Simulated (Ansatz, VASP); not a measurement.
## Two plane-wave programs on C

File INCAR:

```
SYSTEM = C
ALGO = Normal
EDIFF = 1E-6
ENCUT = 520
GGA = PE
ISIF = 2
ISMEAR = 0
LASPH = .TRUE.
LCHARG = .FALSE.
LREAL = .FALSE.
LWAVE = .FALSE.
NBANDS = 31
NELM = 60
PREC = Accurate
SIGMA = 0.05
```

KPOINTS

```
k-points
0
G
  10 10 3
  0 0 0
```

The input POSCAR:

```
C
1.0
   -2.5194924611      0.0000000000      0.0000000000
   -1.2597462306     -2.1819444760      0.0000000000
    0.2519492461      0.7273148253     10.3668212017
C
10
Direct
   -0.3248450361      0.0248251803      0.8741755410
    0.6850850361      0.9751748197      0.7252244590
    0.0583836233      0.1086818835      0.1257456505
    0.7018563767      0.8913181165      0.4736543495
    0.0484467069      0.1583664656      0.2747993967
    0.7117932931      0.8416335344      0.3246006033
    0.0051482118      0.3748589408      0.9242768224
    0.3550917882      0.6251410592      0.6751231776
    0.3950560475      0.4253197623      0.0756592868
    0.3651839525      0.5746802377      0.5237407132
```

Input for Ansatz:

```yaml
crystal:
  lattice:
    - [-2.5194924611, 0.0, 0.0]
    - [-1.2597462306, -2.181944476, 0.0]
    - [0.2519492461, 0.7273148253, 10.3668212017]
  atoms:
    - { symbol: C, position: [-0.3248450361, 0.0248251803, 0.874175541] }
    - { symbol: C, position: [0.6850850361, 0.9751748197, 0.725224459] }
    - { symbol: C, position: [0.0583836233, 0.1086818835, 0.1257456505] }
    - { symbol: C, position: [0.7018563767, 0.8913181165, 0.4736543495] }
    - { symbol: C, position: [0.0484467069, 0.1583664656, 0.2747993967] }
    - { symbol: C, position: [0.7117932931, 0.8416335344, 0.3246006033] }
    - { symbol: C, position: [0.0051482118, 0.3748589408, 0.9242768224] }
    - { symbol: C, position: [0.3550917882, 0.6251410592, 0.6751231776] }
    - { symbol: C, position: [0.3950560475, 0.4253197623, 0.0756592868] }
    - { symbol: C, position: [0.3651839525, 0.5746802377, 0.5237407132] }
basis:
  ecutwfc: 420
kpoints:
  mp_grid: { grid: [10, 10, 3] }
hamiltonian:
  xc: pbe
scf:
  occupations: { method: gaussian, width: 0.05 }
output:
  forces: true
  stress: true
  eigenvalues: true
```

Alike in both runs: task single point; functional PBE; k mesh 10 × 10 × 3; occupations gaussian, width 0.05 eV; no spin polarisation.

|  | VASP | Ansatz |
| --- | --- | --- |
| version | VASP 6.6.1 | Ansatz 0.2.0 |
| potentials or method | VASP PAW PBE potentials, release 64 (C), cutoff 520 eV | scalar-relativistic, plane waves, PAW |
| valence electrons in the cell | 40 | 40 |

VASP gave:

* gap on the k mesh at the Fermi level (eV): 0.78
* least direct gap on the mesh (eV): 2.55
* pressure (GPa): 3.3
* traceless stress, the component that is largest in VASP (GPa): 28.62
* rms of the force components (eV/Å): 1.263

**Question.** Estimate Ansatz's values.

**Answer.** gap on the k mesh at the Fermi level (eV): 0.78; least direct gap on the mesh (eV): 2.55; pressure (GPa): 2.7; traceless stress, the component that is largest in VASP (GPa): 28.63; rms of the force components (eV/Å): 1.266.

Atom by atom the forces differ by 0.006 eV/Å (rms over components). With one functional, cell and mesh, what is left measures potentials, basis and numerics.
